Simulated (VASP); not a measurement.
Write the native input for VASP 6.6.1 that does the following.

```yaml
Task: single point
Functional: RPBE
Potentials_or_basis: VASP PAW PBE potentials, release 64 (Ge_d)
Cutoff: 500 eV
k_mesh: 8 × 8 × 10
Occupations: fermi-dirac, width 0.08 eV
Spin: no spin polarisation
Dipole_correction: no
Further_INCAR_settings: ALGO = Normal; EDIFF = 1e-06; NBANDS = 28
```

The structure of Ge lies in POSCAR:

```
Ge
1.0
    4.5211520943      0.0000000000      0.0000000000
   -2.2605760472      3.9154325681      0.0000000000
    0.0000000000      0.0000000000      2.5694897924
Ge
3
Direct
    0.0000000000      0.0000000000      0.0000000000
    0.3333333333      0.6666666667      0.5000000000
    0.6666666667      0.3333333333      0.5000000000
```

This isn't the form of Ge at room conditions, which is diamond.

The input as run:

INCAR

```
  PREC = Accurate
  ENCUT = 500
  EDIFF = 1E-6
  ISMEAR = -1
  SIGMA = 0.08
  LREAL = False
  LASPH = True
  NELM = 120
  ALGO = Normal
  ISIF = 2
  LWAVE = False
  LCHARG = False
  GGA = RP
  NBANDS = 28
  GGA_COMPAT = False
```

KPOINTS

```
Automatic mesh
0
Gamma
  8 8 10
```

Potentials or basis: VASP PAW PBE potentials, release 64 (Ge_d).

The run is started by

```console
$ cat potpaw_PBE.64/Ge_d/POTCAR > POTCAR
$ mpirun -np 1 vasp_std > vasp.out
```

It gave:

| Item | Value |
| --- | --- |
| Pressure | 29.8 GPa |
| Band gap on the k mesh | zero (bands 21 and 22 overlap by 6.33 eV) |

Caveat: the cell stands under pressure; the PAW data sets were made with another functional, which shifts forces and pressure a little.

It took 44 s on 1 thread of Intel(R) Xeon(R) Platinum 8375C CPU @ 2.90GHz (Ice Lake), with other jobs on the host, peak memory 0.19 GiB.
